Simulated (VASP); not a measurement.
A run of VASP 6.6.1 is set up as follows.

The input INCAR:

```
SYSTEM = Si2W
PREC = Accurate
ENCUT = 520
EDIFF = 1E-6
ISMEAR = 0
SIGMA = 0.15
LREAL = .FALSE.
LASPH = .TRUE.
NELM = 100
ALGO = Normal
ISIF = 2
LWAVE = .FALSE.
LCHARG = .TRUE.
GGA = PS
LELF = .TRUE.
LVHAR = .TRUE.
NBANDS = 18
```

KPOINTS

```
Automatic mesh
0
G
  20 20 20
  0 0 0
```

File POSCAR:

```
Si2W
1.0
   -1.5211872920      1.5211872920      3.8101696078
    1.5211872920     -1.5211872920      3.8101696078
    1.5211872920      1.5211872920     -3.8101696078
Si W
2 1
Direct
    0.3344989450      0.3344989450      0.0000000000
    0.6655010550      0.6655010550      0.0000000000
    0.0000000000      0.0000000000      0.0000000000
```

Potentials or basis: VASP PAW PBE potentials, release 64 (Si, W_sv).

Launch:

```bash
$ cat potpaw_PBE.64/Si/POTCAR potpaw_PBE.64/W_sv/POTCAR > POTCAR
$ mpirun -np 1 vasp_std > vasp.out
```

(1) Estimate the largest force.

(2) What does it give for the pressure?

Results:

(1) 0.436 eV/Å.

(2) 39.7 GPa.

Caveat: the cell differs from its parent crystal (strain -0.050 along x and y, -0.025 along z); the PAW data sets were made with another functional, which shifts forces and pressure a little.
